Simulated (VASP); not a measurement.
A run of VASP 6.6.1 is set up as follows.

The input POSCAR:

```
Si
1.0
   10.8600000000      0.0000000000      0.0000000000
    0.0000000000      5.4300000000      0.0000000000
    0.0000000000      0.0000000000      5.4300000000
Si
15
Direct
    0.0005740000      0.9966860000      0.9921590000
    0.0028620000      0.5036580000      0.5014090000
    0.2539240000      0.0032970000      0.4986950000
    0.1204690000      0.2497770000      0.2512250000
    0.1247400000      0.7467910000      0.7517610000
    0.3744750000      0.2449760000      0.7545420000
    0.3679700000      0.7566100000      0.2540310000
    0.5017240000      0.9954420000      0.9968840000
    0.5043080000      0.4982360000      0.5079880000
    0.7511870000      0.9969860000      0.4993270000
    0.7489650000      0.5033010000      0.0024170000
    0.6236760000      0.2419470000      0.2570220000
    0.6274030000      0.7549770000      0.7402560000
    0.8762100000      0.2501360000      0.7411620000
    0.8705500000      0.7615670000      0.2525200000
```

The input INCAR.step1:

```
ALGO     = Normal         # electronic algorithm
EDIFF    = 1E-5           # SCF threshold, eV
ENCUT    = 400            # plane-wave cutoff, eV
GGA      = PE             # functional
GGA_COMPAT= F            
ISIF     = 2              # what is computed and relaxed
ISMEAR   = -1             # smearing method
LASPH    = T              # aspherical terms in the spheres
LCHARG   = F              # write CHGCAR
LREAL    = F              # projectors in reciprocal space
LWAVE    = T              # write WAVECAR
NBANDS   = 43             # bands
NELM     = 120            # most SCF steps
PREC     = Accurate       # precision mode
SIGMA    = 0.01           # smearing width, eV
```

INCAR.step2

```
AEXX     = 0.25           # exact-exchange fraction
ALGO     = Normal         # electronic algorithm
EDIFF    = 1E-6           # SCF threshold, eV
ENCUT    = 400            # plane-wave cutoff, eV
GGA      = PE             # functional
GGA_COMPAT= F            
ISIF     = 2              # what is computed and relaxed
ISMEAR   = -1             # smearing method
ISTART   = 1            
LASPH    = T              # aspherical terms in the spheres
LCHARG   = F              # write CHGCAR
LHFCALC  = T              # exact exchange
LREAL    = F              # projectors in reciprocal space
LWAVE    = F              # write WAVECAR
NBANDS   = 43             # bands
NELM     = 120            # most SCF steps
PREC     = Accurate       # precision mode
PRECFOCK = Fast         
SIGMA    = 0.01           # smearing width, eV
```

The input KPOINTS:

```
k-points
0
Gamma
  1 1 1
```

Potentials or basis: VASP PAW PBE potentials, release 64 (Si).

The run is started by

```sh
$ cat potpaw_PBE.64/Si/POTCAR > POTCAR
$ cp INCAR.step1 INCAR
$ mpirun -np 1 vasp_gam > vasp.out
$ cp INCAR.step2 INCAR
$ mpirun -np 1 vasp_gam > vasp.out
```

Q: Predict the pressure.

A: 1.0 GPa.

Q: Predict the largest force.

A: 1.792 eV/Å.

Forces on the atoms (eV/Å):
```
Si   0.000  0.216  0.350
Si  -0.325  0.355 -0.307
Si  -1.115  0.039  0.316
Si  -0.430 -0.422  0.126
Si  -0.061  0.455 -0.430
Si   1.044  0.078 -0.285
Si   1.745 -0.405  0.042
Si  -0.385 -0.223  0.198
Si  -0.969  0.152 -0.525
Si  -0.184  0.724  0.096
Si  -0.175 -0.570 -0.176
Si   0.174  0.416 -0.345
Si   0.189 -0.208  0.738
Si  -0.163  0.188  0.566
Si   0.655 -0.795 -0.364
```

Caveat: the k points lie up to 1.16 Å⁻¹ apart, too coarse for converged energies, forces and pressures; the PAW data sets were made with another functional, which shifts forces and pressure a little.
